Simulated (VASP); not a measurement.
Mo: single point with r2SCAN

Mo:

```
Mo
1.0
     2.94067    0.00000    0.00000
    -1.47034    2.54670    0.00000
     0.00000    0.00000    2.55518
Mo
1
Direct
  0.00000 0.00000 0.50000
```

This cell differs from its parent crystal: strain +0.0750 x Voigt [1, 1, 0, 0, 0, 0].

| Item | Value |
| --- | --- |
| Program | VASP 6.6.1 |
| Task | single point |
| Functional | r2SCAN |
| Potentials or basis | VASP PAW PBE potentials, release 64 (Mo_sv) |
| Cutoff | 520 eV |
| k mesh | 18 × 18 × 18 |
| Occupations | gaussian, width 0.15 eV |
| Spin | no spin polarisation |
| Dipole correction | no |
| Further INCAR settings | ALGO = Normal; EDIFF = 1e-06; NBANDS = 13 |

The pressure is -22.3 GPa and the band gap on the k mesh is zero (bands 7 and 8 overlap by 1.43 eV).

Stress tensor (GPa, compression positive):
```
-25.08   0.00   0.00
  0.00 -25.08   0.00
  0.00   0.00 -16.82
```

Levels at points of the mesh, in eV from the Fermi level:
```
           k point  band 3  band 4  band 5  band 6  band 7  band 8  band 9  band 10  band 11  band 12
(0.00, 0.00, 0.00)  -35.81  -35.37   -6.56   -4.05   -0.73   -0.73    3.93     3.93    12.94    17.57
(0.50, 0.00, 0.00)  -35.98  -35.30   -4.24   -3.37    0.44    1.95    3.38     3.51     8.27    12.36
(0.00, 0.00, 0.50)  -35.63  -35.63   -3.02    0.23    0.23    0.23    0.23     0.47    10.18    16.75
(0.50, 0.00, 0.50)  -36.32  -35.79   -4.55   -2.39   -0.72    3.80    5.42     6.58     6.63    15.55
```

Wall time 3 min on 1 thread of AMD EPYC 9R45 (Zen 5), on a shared host, peak memory 0.17 GiB.

Caveat: the cell differs from its parent crystal (strain +0.0750 x Voigt [1, 1, 0, 0, 0, 0]); the stress differs along the axes, from -25 to -17 GPa; the PAW data sets were made with another functional, which shifts forces and pressure a little.
